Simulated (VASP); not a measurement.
Input of a VASP 6.6.1 run:

Contents of INCAR:

```
SYSTEM = C
  PREC = Accurate
  ENCUT = 520
  EDIFF = 1E-7
  ISMEAR = -1
  SIGMA = 0.05
  LREAL = .FALSE.
  LASPH = .TRUE.
  NELM = 60
  ALGO = Normal
  ISIF = 2
  LWAVE = .FALSE.
  LCHARG = .TRUE.
  GGA = PE
  LELF = .TRUE.
  LVHAR = .TRUE.
  NBANDS = 11
```

File KPOINTS:

```
regular mesh
0
G
  13 13 13
  0 0 0
```

Contents of POSCAR:

```
C
1.0
    0.0000000000      1.8545695236      1.8545695236
    1.8545695236      0.0000000000      1.8545695236
    1.8545695236      1.8545695236      0.0000000000
C
2
Direct
    0.5000000000      0.5000000000      0.5000000000
    0.7500000000      0.7500000000      0.7500000000
```

Potentials or basis: VASP PAW PBE potentials, release 64 (C).

Command:

```console
$ cat potpaw_PBE.64/C/POTCAR > POTCAR
$ mpirun -np 1 vasp_std > vasp.out
```

Estimate the band gap on the k mesh.

3.89 eV, indirect (least direct gap 5.27 eV).

Estimate the pressure.

-39.4 GPa.

 A k mesh can miss the band edges.
